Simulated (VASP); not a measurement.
Mg4H, 10 atoms in the cell. The cell holds a slab with vacuum, 10 atoms: a = 6.420 Å, b = 5.138 Å, c = 21.664 Å, α = 90.00°, β = 90.00°, γ = 90.00°. 

| Property | Result |
| --- | --- |
| Program | VASP 6.6.1 |
| Task | single point |
| Functional | PBE |
| Potentials or basis | VASP PAW PBE potentials, release 64 (Mg, H) |
| Cutoff | 520 eV |
| k mesh | 4 × 5 × 1 |
| Occupations | gaussian, width 0.1 eV |
| Spin | no spin polarisation |
| Dipole correction | yes |
| Further INCAR settings | ALGO = Normal; EDIFF = 1e-07; NBANDS = 20 |

Potentials or basis: VASP PAW PBE potentials, release 64 (Mg, H).

Command:

```sh
$ cat potpaw_PBE.64/Mg/POTCAR potpaw_PBE.64/H/POTCAR > POTCAR
$ mpirun -np 1 vasp_std > vasp.out
```

Hardware: 1 thread of AMD EPYC 7R43 64-Core Processor (Zen 3), with other jobs on the host.

Estimate the wall time of this run.

Run time: 7 min on 1 thread of AMD EPYC 7R43 64-Core Processor (Zen 3), on a shared host, peak memory 0.61 GiB. Counts: scf iterations 23, k points 9.
